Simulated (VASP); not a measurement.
Write the native input for VASP 6.6.1 that does the following.

```yaml
Task: single point
Functional: LDA
Potentials_or_basis: VASP PAW LDA potentials, release 64 (Rh_pv)
Cutoff: 520 eV
k_mesh: 22 × 22 × 22
Occupations: gaussian, width 0.15 eV
Spin: no spin polarisation
Dipole_correction: no
Further_INCAR_settings: ALGO = Fast; EDIFF = 1e-07; NBANDS = 14
```

The structure of Rh lies in POSCAR:

```
Rh
1.0
    0.0000000000      2.0440772818      1.7515698228
    2.0440772818      0.0000000000      1.7515698228
    2.0440772818      2.0440772818      0.0000000000
Rh
1
Direct
    0.0000000000      0.0000000000      0.0000000000
```

One way to write it, as run:

INCAR

```
PREC = Accurate ; ENCUT = 520
EDIFF = 1E-7 ; ISMEAR = 0
SIGMA = 0.15 ; LREAL = F
LASPH = T ; NELM = 100
ALGO = Fast ; ISIF = 2
LWAVE = F ; LCHARG = T
LELF = T ; LVHAR = T
NBANDS = 14
```

KPOINTS

```
Automatic mesh
0
Gamma
  22 22 22
```

Potentials or basis: VASP PAW LDA potentials, release 64 (Rh_pv).

Launch:

```bash
$ cat potpaw_LDA.64/Rh_pv/POTCAR > POTCAR
$ mpirun -np 1 vasp_std > vasp.out
```

Results of the run:

```json
{
  "Pressure": "-21.5 GPa",
  "Band gap on the k mesh": "zero (an odd number of electrons rules out a gap without spin polarisation)"
}
```

Caveat: the stress differs along the axes, from -29 to -6 GPa.

Run time: 4.4 min on 1 thread of Intel Xeon 8259CL (shared host), peak memory 0.26 GiB.
